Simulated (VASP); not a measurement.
# La (Fm-3m) in VASP: a series of runs

La is run at these levels: PBE; tasks: single point.

Everything below comes from runs of VASP 6.6.1. Logs are shortened: lines on timing, memory, paths and dates and some standing lists are left out, and cuts for length are marked.

## (1) The cell of the first run

Symmetry: Fm-3m, No. 225, cubic system. Conventional cell: a = 5.291 Å, b = 5.291 Å, c = 5.291 Å, α = 90.00°, β = 90.00°, γ = 90.00°. La (site symmetry m-3m) has 12 La at 3.74 Å within 4.9 Å.

## (2) Single point, PBE

INCAR

```
SYSTEM = La
PREC = Accurate
ENCUT = 520
EDIFF = 1E-6
ISMEAR = 0
SIGMA = 0.05
LREAL = .FALSE.
LASPH = .TRUE.
NELM = 80
ALGO = Fast
ISIF = 2
LWAVE = .FALSE.
LCHARG = .FALSE.
GGA = PE
NBANDS = 12
```

KPOINTS

```
Automatic mesh
0
G
  12 12 12
  0 0 0
```

POSCAR

```
La
1.0
    0.0000000000      2.6455000000      2.6455000000
    2.6455000000      0.0000000000      2.6455000000
    2.6455000000      2.6455000000      0.0000000000
La
1
Direct
    0.0000000000      0.0000000000      0.0000000000
```

Potentials or basis: VASP PAW PBE potentials, release 64 (La).

On the command line:

```console
$ cat potpaw_PBE.64/La/POTCAR > POTCAR
$ mpirun -np 1 vasp_std > vasp.out
```

OUTCAR:

```text
SYSTEM = La
   PREC = Accurate
   ENCUT = 520
   EDIFF = 1E-6
   ISMEAR = 0
   LREAL = .FALSE.
   LASPH = .TRUE.
   NELM = 80
   ISIF = 2
   GGA = PE

 ion  position               nearest neighbor table
   1  0.000  0.000  0.000-

  LATTYP: Found a face centered cubic cell.
 ALAT       =     5.2910000000

  Lattice vectors:

 A1 = (   0.0000000000,   2.6455000000,   2.6455000000)
 A2 = (   2.6455000000,   0.0000000000,   2.6455000000)
 A3 = (   2.6455000000,   2.6455000000,   0.0000000000)

Analysis of symmetry for initial positions (statically):
=====================================================================
 Subroutine PRICEL returns:
 Original cell was already a primitive cell.

 Routine SETGRP: Setting up the symmetry group for a
 face centered cubic supercell.

 Subroutine GETGRP returns: Found 48 space group operations
 (whereof 48 operations were pure point group operations)
 out of a pool of 48 trial point group operations.

The static configuration has the point symmetry O_h .

Analysis of symmetry for dynamics (positions and initial velocities):
=====================================================================
 Subroutine PRICEL returns:
 Original cell was already a primitive cell.

 Routine SETGRP: Setting up the symmetry group for a
 face centered cubic supercell.

 Subroutine GETGRP returns: Found 48 space group operations
 (whereof 48 operations were pure point group operations)
 out of a pool of 48 trial point group operations.

The dynamic configuration has the point symmetry O_h .

 Subroutine INISYM returns: Found 48 space group operations
 (whereof 48 operations are pure point group operations),
 and found     1 'primitive' translations

----------------------------------------------------------------------------------------

                                     Primitive cell

  volume of cell :      37.0300

  direct lattice vectors                    reciprocal lattice vectors
     0.000000000  2.645500000  2.645500000    -0.189000189  0.189000189  0.189000189
     2.645500000  0.000000000  2.645500000     0.189000189 -0.189000189  0.189000189
     2.645500000  2.645500000  0.000000000     0.189000189  0.189000189 -0.189000189

  length of vectors
     3.741301979  3.741301979  3.741301979     0.327357930  0.327357930  0.327357930

  position of ions in fractional coordinates (direct lattice)
     0.000000000  0.000000000  0.000000000

  ion indices of the primitive-cell ions
   primitive index   ion index
                 1           1

----------------------------------------------------------------------------------------

 KPOINTS: Automatic mesh

Automatic generation of k-mesh.
 Grid dimensions read from file:
 generate k-points for:   12   12   12

 Generating k-lattice:

  Cartesian coordinates                     Fractional coordinates (reciprocal lattice)
    -0.015750016  0.015750016  0.015750016     0.083333333  0.000000000  0.000000000
     0.015750016 -0.015750016  0.015750016     0.000000000  0.083333333  0.000000000
     0.015750016  0.015750016 -0.015750016     0.000000000  0.000000000  0.083333333

  Length of vectors
     0.027279827  0.027279827  0.027279827

  Shift w.r.t. Gamma in fractional coordinates (k-lattice)
     0.000000000  0.000000000  0.000000000

 Subroutine IBZKPT returns following result:
 ===========================================

 Found     72 irreducible k-points:

 Following reciprocal coordinates:
            Coordinates               Weight
  0.000000  0.000000  0.000000      1.000000
  0.083333  0.000000  0.000000      8.000000
  0.166667  0.000000  0.000000      8.000000
  0.250000  0.000000  0.000000      8.000000
  0.333333  0.000000  0.000000      8.000000
  0.416667  0.000000  0.000000      8.000000
[... 16 lines left out ...]
  0.500000  0.166667  0.000000     24.000000
 -0.416667  0.166667  0.000000     24.000000
 [... further k-points ...]
   k-points           NKPTS =     72   k-points in BZ     NKDIM =     72   number of bands    NBANDS=     12
   number of dos      NEDOS =    301   number of ions     NIONS =      1
   total plane-waves  NPLWV =  21952
   dimension x,y,z NGX =    28 NGY =   28 NGZ =   28
   dimension x,y,z NGXF=    56 NGYF=   56 NGZF=   56
   ions per type =               1
   NGX,Y,Z   is equivalent  to a cutoff of  12.44, 12.44, 12.44 a.u.
   NGXF,Y,Z  is equivalent  to a cutoff of  24.88, 24.88, 24.88 a.u.
 SYSTEM =  La
   PREC   = accura    normal or accurate (medium, high low for compatibility)
   ISTART =      0    job   : 0-new  1-cont  2-samecut
   ICHARG =      2    charge: 1-file 2-atom 10-const
   ISPIN  =      1    spin polarized calculation?
   LNONCOLLINEAR =      F non collinear calculations
   LSORBIT =      F    spin-orbit coupling
   LASPH  =      T    aspherical Exc in radial PAW
   ENCUT  =  520.0 eV  38.22 Ry    6.18 a.u.   6.96  6.96  6.96*2*pi/ulx,y,z
   NELM   =     80;   NELMIN=  2; NELMDL= -5     # of ELM steps
   EDIFF  = 0.1E-05   stopping-criterion for ELM
   LREAL  =      F    real-space projection
   EDIFFG = 0.1E-04   stopping-criterion for IOM
   NSW    =      0    number of steps for IOM
   IBRION =     -1    ionic relax: 0-MD 1-quasi-New 2-CG
   NFREE  =      0    steps in history (QN), initial steepest desc. (CG)
   ISIF   =      2    stress and relaxation
   ISYM   =      2    0-nonsym 1-usesym 2-fastsym
   POTIM  = 0.5000    time-step for ionic-motion
   TEBEG  =    0.0;   TEEND  =   0.0 temperature during run
   PSTRESS=    0.0 pullay stress
   NELECT =      11.0000    total number of electrons
   NUPDOWN=      -1.0000    fix difference up-down
   EMIN   =  10.00;   EMAX   =-10.00  energy-range for DOS
   EFERMI =   0.00;   METHOD = LEGACY
   ISMEAR =     0;   SIGMA  =   0.05  broadening in eV -4-tet -1-fermi 0-gaus
   EFERMI_NEDOS =   21; number of points for ismear=-14 and -15
   IALGO  =     68    algorithm
   IMIX   =      4    mixing-type and parameters
     AMIX     =   0.40;   BMIX     =  1.00
     AMIX_MAG =   1.60;   BMIX_MAG =  1.00
  volume/ion in A,a.u.               =      37.03       249.89
  Fermi-wavevector in a.u.,A,eV,Ry     =   1.092332  2.064208 16.234322  1.193189
  Thomas-Fermi vector in A             =   2.228595
   LORBIT       =      0    0 simple, 1 ext, 2 COOP (PROOUT), +10 PAW based schemes
   GGA     = PE    functional components
   LHFCALC =     F    Hartree Fock is set to
   AEXX    =    0.0000 exact exchange contribution
   IVDW    =     0    specifies the selected vdW correction
   LEPSILON=     F    determine dielectric tensor
   LRPA    =     F    only Hartree local field effects (RPA)
 non-spin polarized calculation
 RMM-DIIS sequential band-by-band and
 Gauss-broadening in eV      SIGMA  =   0.05
  energy-cutoff  :      520.00
  volume of cell :       37.03
 maximum number of plane-waves:      1018
   NGX = 13   NGY = 13   NGZ = 13

 number of electron      10.9999999 magnetization

 Free energy of the ion-electron system (eV)
  ---------------------------------------------------
  ext. energy  EPLUGINS =         0.00000000
  ---------------------------------------------------
  free energy    TOTEN  =        -4.88413986 eV

  energy without entropy =       -4.88199255  energy(sigma->0) =       -4.88306620

 E-fermi :   7.8746     XC(G=0):  -9.5711

 val. band max:        7.8733435158   @ k =  -0.1667   0.2500   0.0833
 cond. band min:       7.9054113021   @ k =  -0.4167   0.2500   0.0000
 fundamental gap:      0.0320677863
 Fermi energy:         7.8745555197

 k-point     1 :       0.0000    0.0000    0.0000
  band No.  band energies     occupation
      1     -24.9619      2.00000
      2      -7.9508      2.00000
      3      -7.9508      2.00000
      4      -7.9508      2.00000
      5       4.7180      2.00000
      6       9.2049      0.00000
      7       9.3867      0.00000
      8       9.3867      0.00000
      9       9.3867      0.00000
     10       9.7041      0.00000
     11       9.7041      0.00000
     12       9.7041      0.00000

 k-point     2 :       0.0833    0.0000    0.0000
  band No.  band energies     occupation
      1     -24.9490      2.00000
      2      -8.0566      2.00000
      3      -7.9631      2.00000
      4      -7.9631      2.00000
      5       4.9255      2.00000
      6       8.8238      0.00000
      7       9.4108      0.00000
      8       9.4108      0.00000
      9       9.6196      0.00000
     10       9.7060      0.00000
     11       9.7060      0.00000
     12       9.7648      0.00000

 k-point     3 :       0.1667    0.0000    0.0000
  band No.  band energies     occupation
      1     -24.9135      2.00000
      2      -8.3346      2.00000
      3      -7.9964      2.00000
      4      -7.9964      2.00000
      5       5.4585      2.00000
      6       8.4467      0.00000
      7       9.4392      0.00000
      8       9.4392      0.00000
      9       9.5721      0.00000
     10       9.7117      0.00000
     11       9.7117      0.00000
     12      10.0239      0.00000
[... 286 lines left out ...]
 k-point    23 :       0.5000    0.1667    0.0000
  band No.  band energies     occupation
      1     -24.7477      2.00000
      2      -9.2097      2.00000
      3      -8.3522      2.00000
      4      -8.2113      2.00000
      5       6.7658      2.00000
      6       8.0736      0.00000
      7       9.1558      0.00000
      8       9.5070      0.00000
      9       9.7627      0.00000
     10       9.7676      0.00000
     11       9.9512      0.00000
     12      10.1674      0.00000

 k-point    24 :      -0.4167    0.1667    0.0000
  band No.  band energies     occupation
      1     -24.7443      2.00000
      2      -9.2220      2.00000
      3      -8.3996      2.00000
      4      -8.1812      2.00000
      5       6.8362      2.00000
      6       8.0750      0.00000
      7       9.4202      0.00000
      8       9.4497      0.00000
      9       9.6741      0.00000
     10       9.7271      0.00000
     11       9.9733      0.00000
     12      10.1766      0.00000

 [... further k-points ...]
[... 5 lines left out ...]
  --------------------------------------------------------------------------------------
  -------------------------------------------------------------------------------------
  Total       -0.0463444     -0.0463444     -0.0463444      0.0000000      0.0000000     -0.0000000
  in kB       -2.0051865     -2.0051865     -2.0051865      0.0000000      0.0000000     -0.0000000
  external PRESSURE =      -2.0051865 kB  Pullay stress =       0.0000000 kB

 VOLUME and BASIS-vectors are now :
 -----------------------------------------------------------------------------
  energy-cutoff  :      520.00
  volume of cell :       37.03
      direct lattice vectors                 reciprocal lattice vectors
     0.000000000  2.645500000  2.645500000    -0.189000189  0.189000189  0.189000189
     2.645500000  0.000000000  2.645500000     0.189000189 -0.189000189  0.189000189
     2.645500000  2.645500000  0.000000000     0.189000189  0.189000189 -0.189000189

 POSITION                                       TOTAL-FORCE (eV/Angst)
 -----------------------------------------------------------------------------------
      0.00000      0.00000      0.00000         0.000000      0.000000      0.000000
 -----------------------------------------------------------------------------------
    total drift:                                0.000000      0.000000      0.000000

  FREE ENERGIE OF THE ION-ELECTRON SYSTEM (eV)
  ---------------------------------------------------
  free  energy   TOTEN  =        -4.8841398578 eV

  energy  without entropy=       -4.8819925520  energy(sigma->0) =       -4.88306620
```

Run time: 34 s. Hardware: 1 thread of Intel Xeon 6975P-C (Granite Rapids), shared host; peak memory 0.19 GiB.

Results:

- Free energy: -4.8841 eV
- Pressure: -0.2 GPa

Levels at points of the mesh, in eV from the Fermi level:
```
           k point  band 2  band 3  band 4  band 5  band 6  band 7  band 8  band 9
(0.00, 0.00, 0.00)  -15.83  -15.83  -15.83   -3.16    1.33    1.51    1.51    1.51
(0.50, 0.00, 0.00)  -17.22  -16.00  -16.00   -1.69    1.31    1.31    1.35    1.86
(0.50, 0.50, 0.00)  -17.12  -16.32  -16.32   -1.96   -1.37    1.92    1.92    1.92
```

Caveat: spin-orbit coupling is left out, which moves the levels of the heavy elements.

(Part 1 of 2 ends here.)
